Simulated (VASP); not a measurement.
# CaTi6 (Fm-3m) in VASP: a series of runs

CaTi6 is run at these levels: PBE; tasks: single point, relaxation of cell and atoms.

Everything below comes from runs of VASP 6.6.1. Logs are shortened: lines on timing, memory, paths and dates and some standing lists are left out, and cuts for length are marked.

## (1) The cell of the first run

Symmetry: Fm-3m, No. 225, cubic system. The conventional cell has a = 8.341 Å, b = 8.341 Å, c = 8.341 Å, α = 90.00°, β = 90.00°, γ = 90.00°. Ca (site symmetry m-3m) has 12 Ti at 2.95 Å within 3.9 Å. Ti (site symmetry mmm) has 2 Ca at 2.95 Å and 8 Ti at 2.95 Å within 3.9 Å.

## (2) Single point, PBE

INCAR

```
SYSTEM = CaTi6
PREC     = Accurate       ! precision mode
ENCUT    = 520            ! plane-wave cutoff, eV
EDIFF    = 1E-7           ! SCF threshold, eV
ISMEAR   = 0              ! smearing method
SIGMA    = 0.1            ! smearing width, eV
LREAL    = .False.        ! projectors in reciprocal space
LASPH    = .True.         ! aspherical terms in the spheres
NELM     = 100            ! most SCF steps
ALGO     = Normal         ! electronic algorithm
ISIF     = 2              ! what is computed and relaxed
LWAVE    = .False.        ! write WAVECAR
LCHARG   = .False.        ! write CHGCAR
GGA      = PE             ! functional
NBANDS   = 50             ! bands
```

KPOINTS

```
Automatic mesh
0
Gamma
  8 8 8
  0 0 0
```

POSCAR

```
CaTi6
1.0
    0.0000000000      4.1704016998      4.1704016998
    4.1704016998      0.0000000000      4.1704016998
    4.1704016998      4.1704016998      0.0000000000
Ca Ti
1 6
Direct
    0.0000000000      0.0000000000      0.0000000000
    0.5000000000      0.5000000000      0.0000000000
    0.5000000000      0.0000000000      0.5000000000
    0.0000000000      0.0000000000      0.5000000000
    0.0000000000      0.5000000000      0.0000000000
    0.0000000000      0.5000000000      0.5000000000
    0.5000000000      0.0000000000      0.0000000000
```

Potentials or basis: VASP PAW PBE potentials, release 64 (Ca_sv, Ti_sv).

Command:

```console
> cat potpaw_PBE.64/Ca_sv/POTCAR potpaw_PBE.64/Ti_sv/POTCAR > POTCAR
> mpirun -np 1 vasp_std > vasp.out
```

OUTCAR:

```text
SYSTEM = CaTi6
   PREC = Accurate
   ENCUT = 520
   EDIFF = 1E-7
   ISMEAR = 0
   LREAL = .False.
   LASPH = .True.
   NELM = 100
   ISIF = 2
   GGA = PE

 ion  position               nearest neighbor table
   1  0.000  0.000  0.000-   4 2.95   5 2.95   7 2.95   3 2.95   4 2.95   6 2.95   2 2.95   5 2.95
                             6 2.95   2 2.95   3 2.95   7 2.95
   2  0.500  0.500  0.000-   1 2.95   1 2.95
   3  0.500  0.000  0.500-   1 2.95   1 2.95
   4  0.000  0.000  0.500-   1 2.95   1 2.95
   5  0.000  0.500  0.000-   1 2.95   1 2.95
   6  0.000  0.500  0.500-   1 2.95   1 2.95
   7  0.500  0.000  0.000-   1 2.95   1 2.95

  LATTYP: Found a face centered cubic cell.
 ALAT       =     8.3408033996

  Lattice vectors:

 A1 = (   0.0000000000,   4.1704016998,   4.1704016998)
 A2 = (   4.1704016998,   0.0000000000,   4.1704016998)
 A3 = (   4.1704016998,   4.1704016998,   0.0000000000)

Analysis of symmetry for initial positions (statically):
=====================================================================
 Subroutine PRICEL returns:
 Original cell was already a primitive cell.

 Routine SETGRP: Setting up the symmetry group for a
 face centered cubic supercell.

 Subroutine GETGRP returns: Found 48 space group operations
 (whereof 48 operations were pure point group operations)
 out of a pool of 48 trial point group operations.

The static configuration has the point symmetry O_h .

Analysis of symmetry for dynamics (positions and initial velocities):
=====================================================================
 Subroutine PRICEL returns:
 Original cell was already a primitive cell.

 Routine SETGRP: Setting up the symmetry group for a
 face centered cubic supercell.

 Subroutine GETGRP returns: Found 48 space group operations
 (whereof 48 operations were pure point group operations)
 out of a pool of 48 trial point group operations.

The dynamic configuration has the point symmetry O_h .

 Subroutine INISYM returns: Found 48 space group operations
 (whereof 48 operations are pure point group operations),
 and found     1 'primitive' translations

----------------------------------------------------------------------------------------

                                     Primitive cell

  volume of cell :     145.0653

  direct lattice vectors                    reciprocal lattice vectors
     0.000000000  4.170401700  4.170401700    -0.119892527  0.119892527  0.119892527
     4.170401700  0.000000000  4.170401700     0.119892527 -0.119892527  0.119892527
     4.170401700  4.170401700  0.000000000     0.119892527  0.119892527 -0.119892527

  length of vectors
     5.897838644  5.897838644  5.897838644     0.207659949  0.207659949  0.207659949

  position of ions in fractional coordinates (direct lattice)
     0.000000000  0.000000000  0.000000000
     0.500000000  0.500000000  0.000000000
     0.500000000  0.000000000  0.500000000
     0.000000000  0.000000000  0.500000000
     0.000000000  0.500000000  0.000000000
     0.000000000  0.500000000  0.500000000
     0.500000000  0.000000000  0.000000000

  ion indices of the primitive-cell ions
   primitive index   ion index
                 1           1
                 2           2
                 3           3
                 4           4
                 5           5
                 6           6
                 7           7

----------------------------------------------------------------------------------------

 KPOINTS: Automatic mesh

Automatic generation of k-mesh.
 Grid dimensions read from file:
 generate k-points for:    8    8    8

 Generating k-lattice:

  Cartesian coordinates                     Fractional coordinates (reciprocal lattice)
    -0.014986566  0.014986566  0.014986566     0.125000000  0.000000000  0.000000000
     0.014986566 -0.014986566  0.014986566     0.000000000  0.125000000  0.000000000
     0.014986566  0.014986566 -0.014986566     0.000000000  0.000000000  0.125000000

  Length of vectors
     0.025957494  0.025957494  0.025957494

  Shift w.r.t. Gamma in fractional coordinates (k-lattice)
     0.000000000  0.000000000  0.000000000

 Subroutine IBZKPT returns following result:
 ===========================================

 Found     29 irreducible k-points:

 Following reciprocal coordinates:
            Coordinates               Weight
  0.000000  0.000000  0.000000      1.000000
  0.125000  0.000000  0.000000      8.000000
  0.250000  0.000000  0.000000      8.000000
  0.375000  0.000000  0.000000      8.000000
  0.500000  0.000000  0.000000      4.000000
  0.125000  0.125000  0.000000      6.000000
[... 16 lines left out ...]
  0.500000  0.250000  0.125000     48.000000
 -0.375000  0.250000  0.125000     24.000000
 [... further k-points ...]
   k-points           NKPTS =     29   k-points in BZ     NKDIM =     29   number of bands    NBANDS=     50
   number of dos      NEDOS =    301   number of ions     NIONS =      7
   total plane-waves  NPLWV = 110592
   dimension x,y,z NGX =    48 NGY =   48 NGZ =   48
   dimension x,y,z NGXF=    96 NGYF=   96 NGZF=   96
   ions per type =               1   6
   NGX,Y,Z   is equivalent  to a cutoff of  13.53, 13.53, 13.53 a.u.
   NGXF,Y,Z  is equivalent  to a cutoff of  27.06, 27.06, 27.06 a.u.
 SYSTEM =  CaTi6
   PREC   = accura    normal or accurate (medium, high low for compatibility)
   ISTART =      0    job   : 0-new  1-cont  2-samecut
   ICHARG =      2    charge: 1-file 2-atom 10-const
   ISPIN  =      1    spin polarized calculation?
   LNONCOLLINEAR =      F non collinear calculations
   LSORBIT =      F    spin-orbit coupling
   LASPH  =      T    aspherical Exc in radial PAW
   ENCUT  =  520.0 eV  38.22 Ry    6.18 a.u.  10.97 10.97 10.97*2*pi/ulx,y,z
   NELM   =    100;   NELMIN=  2; NELMDL= -5     # of ELM steps
   EDIFF  = 0.1E-06   stopping-criterion for ELM
   LREAL  =      F    real-space projection
   EDIFFG = 0.1E-05   stopping-criterion for IOM
   NSW    =      0    number of steps for IOM
   IBRION =     -1    ionic relax: 0-MD 1-quasi-New 2-CG
   NFREE  =      0    steps in history (QN), initial steepest desc. (CG)
   ISIF   =      2    stress and relaxation
   ISYM   =      2    0-nonsym 1-usesym 2-fastsym
   POTIM  = 0.5000    time-step for ionic-motion
   TEBEG  =    0.0;   TEEND  =   0.0 temperature during run
   PSTRESS=    0.0 pullay stress
   NELECT =      82.0000    total number of electrons
   NUPDOWN=      -1.0000    fix difference up-down
   EMIN   =  10.00;   EMAX   =-10.00  energy-range for DOS
   EFERMI =   0.00;   METHOD = LEGACY
   ISMEAR =     0;   SIGMA  =   0.10  broadening in eV -4-tet -1-fermi 0-gaus
   EFERMI_NEDOS =   21; number of points for ismear=-14 and -15
   IALGO  =     38    algorithm
   IMIX   =      4    mixing-type and parameters
     AMIX     =   0.40;   BMIX     =  1.00
     AMIX_MAG =   1.60;   BMIX_MAG =  1.00
  volume/ion in A,a.u.               =      20.72       139.85
  Fermi-wavevector in a.u.,A,eV,Ry     =   1.353604  2.557940 24.929182  1.832243
  Thomas-Fermi vector in A             =   2.480845
   LORBIT       =      0    0 simple, 1 ext, 2 COOP (PROOUT), +10 PAW based schemes
   GGA     = PE    functional components
   LHFCALC =     F    Hartree Fock is set to
   AEXX    =    0.0000 exact exchange contribution
   IVDW    =     0    specifies the selected vdW correction
   LEPSILON=     F    determine dielectric tensor
   LRPA    =     F    only Hartree local field effects (RPA)
 non-spin polarized calculation
 Gauss-broadening in eV      SIGMA  =   0.10
  energy-cutoff  :      520.00
  volume of cell :      145.07
 maximum number of plane-waves:      3928
 NGX is ok and might be reduce to    48
   NGX = 21   NGY = 21   NGZ = 21

 number of electron      81.9999978 magnetization

 Free energy of the ion-electron system (eV)
  ---------------------------------------------------
  ext. energy  EPLUGINS =         0.00000000
  ---------------------------------------------------
  free energy    TOTEN  =       -43.58858400 eV

  energy without entropy =      -43.52228898  energy(sigma->0) =      -43.55543649

 E-fermi :   6.2066     XC(G=0): -10.5195

 val. band max:        6.2000670970   @ k =  -0.3750   0.3750   0.1250
 cond. band min:       6.2108690402   @ k =   0.5000   0.2500   0.0000
 fundamental gap:      0.0108019432
 Fermi energy:         6.2065660969

 k-point     1 :       0.0000    0.0000    0.0000
  band No.  band energies     occupation
      1     -50.6196      2.00000
      2     -50.5511      2.00000
      3     -50.5511      2.00000
      4     -50.5511      2.00000
      5     -50.5180      2.00000
      6     -50.5180      2.00000
[... 42 lines left out ...]
     49       7.6617      0.00000
     50       8.1217      0.00000

 k-point     2 :       0.1250    0.0000    0.0000
  band No.  band energies     occupation
      1     -50.6170      2.00000
      2     -50.5537      2.00000
      3     -50.5498      2.00000
      4     -50.5498      2.00000
      5     -50.5193      2.00000
      6     -50.5193      2.00000
[... 42 lines left out ...]
     49       7.5035      0.00000
     50       8.1109      0.00000

 k-point     3 :       0.2500    0.0000    0.0000
  band No.  band energies     occupation
      1     -50.6096      2.00000
      2     -50.5612      2.00000
      3     -50.5463      2.00000
      4     -50.5463      2.00000
      5     -50.5229      2.00000
      6     -50.5229      2.00000
[... 42 lines left out ...]
     49       7.5057      0.00000
     50       7.9082      0.00000

 k-point     4 :       0.3750    0.0000    0.0000
  band No.  band energies     occupation
      1     -50.5985      2.00000
      2     -50.5723      2.00000
      3     -50.5409      2.00000
      4     -50.5409      2.00000
      5     -50.5283      2.00000
      6     -50.5283      2.00000
[... 999 lines left out ...]
 k-point    23 :       0.5000    0.2500    0.1250
  band No.  band energies     occupation
      1     -50.5933      2.00000
      2     -50.5695      2.00000
      3     -50.5492      2.00000
      4     -50.5379      2.00000
      5     -50.5356      2.00000
      6     -50.5238      2.00000
[... 42 lines left out ...]
     49       7.4096      0.00000
     50       7.5386      0.00000

 k-point    24 :      -0.3750    0.2500    0.1250
  band No.  band energies     occupation
      1     -50.5813      2.00000
      2     -50.5813      2.00000
      3     -50.5443      2.00000
      4     -50.5443      2.00000
      5     -50.5292      2.00000
      6     -50.5292      2.00000
[... 42 lines left out ...]
     49       7.3510      0.00000
     50       7.4702      0.00000

 [... further k-points ...]
[... 5 lines left out ...]
  --------------------------------------------------------------------------------------
  -------------------------------------------------------------------------------------
  Total       -0.0792045     -0.0792045     -0.0792045      0.0000000      0.0000000      0.0000000
  in kB       -0.8747763     -0.8747763     -0.8747763      0.0000000      0.0000000      0.0000000
  external PRESSURE =      -0.8747763 kB  Pullay stress =       0.0000000 kB

 VOLUME and BASIS-vectors are now :
 -----------------------------------------------------------------------------
  energy-cutoff  :      520.00
  volume of cell :      145.07
      direct lattice vectors                 reciprocal lattice vectors
     0.000000000  4.170401700  4.170401700    -0.119892527  0.119892527  0.119892527
     4.170401700  0.000000000  4.170401700     0.119892527 -0.119892527  0.119892527
     4.170401700  4.170401700  0.000000000     0.119892527  0.119892527 -0.119892527

 POSITION                                       TOTAL-FORCE (eV/Angst)
 -----------------------------------------------------------------------------------
      0.00000      0.00000      0.00000         0.000000     -0.000000      0.000000
      2.08520      2.08520      4.17040        -0.000000     -0.000000      0.000000
      2.08520      4.17040      2.08520         0.000000     -0.000000      0.000000
      2.08520      2.08520      0.00000        -0.000000     -0.000000     -0.000000
      2.08520      0.00000      2.08520         0.000000     -0.000000      0.000000
      4.17040      2.08520      2.08520         0.000000      0.000000      0.000000
      0.00000      2.08520      2.08520        -0.000000     -0.000000      0.000000
 -----------------------------------------------------------------------------------
    total drift:                                0.000000      0.000000      0.000000

  FREE ENERGIE OF THE ION-ELECTRON SYSTEM (eV)
  ---------------------------------------------------
  free  energy   TOTEN  =       -43.5885840037 eV

  energy  without entropy=      -43.5222889795  energy(sigma->0) =      -43.55543649
```

Run time: 4.9 min. Hardware: 1 thread of AMD EPYC 7R13 (Zen 3), shared host; peak memory 0.37 GiB.

Results:

```yaml
Free_energy: -43.5886 eV
Pressure: -0.1 GPa
Band_gap_on_the_k_mesh: zero (band 41 reaches 6.81 eV, above the bottom of band 42 at 6.12 eV)
```

## (3) Relaxation of cell and atoms, PBE

INCAR

```
ALGO = Normal
EDIFF = 1E-7
EDIFFG = -0.01
ENCUT = 600
GGA = PE
IBRION = 2
ISIF = 3
ISMEAR = 0
LASPH = T
LCHARG = F
LREAL = F
LWAVE = F
NELM = 100
NSW = 100
PREC = Accurate
SIGMA = 0.1
```

KPOINTS

```
k-points
0
Gamma
  8 8 8
```

POSCAR is that of step 2.

Potentials or basis: VASP PAW PBE potentials, release 64 (Ca_sv, Ti_sv).

Command:

```console
> cat potpaw_PBE.64/Ca_sv/POTCAR potpaw_PBE.64/Ti_sv/POTCAR > POTCAR
> mpirun -np 1 vasp_std > vasp.out
```

OUTCAR:

```text
EDIFF = 1E-7
   EDIFFG = -0.01
   ENCUT = 600
   GGA = PE
   IBRION = 2
   ISIF = 3
   ISMEAR = 0
   LASPH = T
   LREAL = F
   NELM = 100
   NSW = 100
   PREC = Accurate

 ion  position               nearest neighbor table
   1  0.000  0.000  0.000-   4 2.95   5 2.95   7 2.95   3 2.95   4 2.95   6 2.95   2 2.95   5 2.95
                             6 2.95   2 2.95   3 2.95   7 2.95
   2  0.500  0.500  0.000-   1 2.95   1 2.95
   3  0.500  0.000  0.500-   1 2.95   1 2.95
   4  0.000  0.000  0.500-   1 2.95   1 2.95
   5  0.000  0.500  0.000-   1 2.95   1 2.95
   6  0.000  0.500  0.500-   1 2.95   1 2.95
   7  0.500  0.000  0.000-   1 2.95   1 2.95

  LATTYP: Found a face centered cubic cell.
 ALAT       =     8.3408033996

  Lattice vectors:

 A1 = (   0.0000000000,   4.1704016998,   4.1704016998)
 A2 = (   4.1704016998,   0.0000000000,   4.1704016998)
 A3 = (   4.1704016998,   4.1704016998,   0.0000000000)

Analysis of symmetry for initial positions (statically):
=====================================================================
 Subroutine PRICEL returns:
 Original cell was already a primitive cell.

 Routine SETGRP: Setting up the symmetry group for a
[... 232 lines left out ...]
 val. band max:        6.2131518440   @ k =  -0.3750   0.3750   0.1250
 cond. band min:       6.2240927345   @ k =   0.5000   0.2500   0.0000
 fundamental gap:      0.0109408905
 Fermi energy:         6.2199328528

 k-point     1 :       0.0000    0.0000    0.0000
  band No.  band energies     occupation
      1     -50.6036      2.00000
      2     -50.5346      2.00000
      3     -50.5346      2.00000
      4     -50.5346      2.00000
      5     -50.5013      2.00000
      6     -50.5013      2.00000
[... 1237 lines left out ...]
     48       6.9175      0.00000
     49       7.3667      0.00000

 [... further k-points ...]
[... 5 lines left out ...]
  --------------------------------------------------------------------------------------
  -------------------------------------------------------------------------------------
  Total        0.0161132      0.0161132      0.0161132     -0.0000000      0.0000000      0.0000000
  in kB        0.1782361      0.1782361      0.1782361     -0.0000000      0.0000000      0.0000000
  external PRESSURE =       0.1782361 kB  Pullay stress =       0.0000000 kB

 VOLUME and BASIS-vectors are now :
 -----------------------------------------------------------------------------
  energy-cutoff  :      600.00
  volume of cell :      144.84
      direct lattice vectors                 reciprocal lattice vectors
    -0.000000000  4.168263682  4.168263682    -0.119954024  0.119954024  0.119954024
     4.168263682 -0.000000000  4.168263682     0.119954024 -0.119954024  0.119954024
     4.168263682  4.168263682  0.000000000     0.119954024  0.119954024 -0.119954024

 POSITION                                       TOTAL-FORCE (eV/Angst)
 -----------------------------------------------------------------------------------
      8.33653      4.16826      4.16826         0.000000      0.000000      0.000000
      2.08413      2.08413      4.16826        -0.000000      0.000000      0.000000
      6.25240      4.16826      6.25240         0.000000      0.000000     -0.000000
      2.08413      6.25240      4.16826         0.000000      0.000000      0.000000
      6.25240      4.16826      2.08413        -0.000000      0.000000     -0.000000
      4.16826      2.08413      2.08413         0.000000     -0.000000     -0.000000
      8.33653      6.25240      6.25240         0.000000     -0.000000      0.000000
 -----------------------------------------------------------------------------------
    total drift:                               -0.000000     -0.000000      0.000000

  FREE ENERGIE OF THE ION-ELECTRON SYSTEM (eV)
  ---------------------------------------------------
  free  energy   TOTEN  =       -43.5874246846 eV

  energy  without entropy=      -43.5212167042  energy(sigma->0) =      -43.55432069

 reached required accuracy - stopping structural energy minimisation
```

It took 8.4 min on 1 thread of AMD EPYC 7R13 (Zen 3), shared host; peak memory 0.43 GiB.

Results:

| Quantity | Value |
| --- | --- |
| Free energy | -43.5874 eV |
| Relaxed volume | 20.69 Å³/atom |
| Relaxed cell | a = 5.895 Å, b = 5.895 Å, c = 5.895 Å, α = 60.00°, β = 60.00°, γ = 60.00° |
| Space group after relaxing (to 0.05 Å) | Fm-3m (No. 225) |
| Energy gained by relaxing | 0.0 meV/atom |
| Ionic steps | 2 |
| Pressure after relaxing | 0.0 GPa |
| Band gap on the k mesh | zero (band 41 reaches 6.83 eV, above the bottom of band 42 at 6.13 eV) |

Final structure:
```
Ca Ti
1.0
     0.00000    4.16826    4.16826
     4.16826    0.00000    4.16826
     4.16826    4.16826    0.00000
Ca Ti
1 6
Cartesian
  8.3365 4.1683 4.1683
  2.0841 2.0841 4.1683
  6.2524 4.1683 6.2524
  2.0841 6.2524 4.1683
  6.2524 4.1683 2.0841
  4.1683 2.0841 2.0841
  8.3365 6.2524 6.2524
```
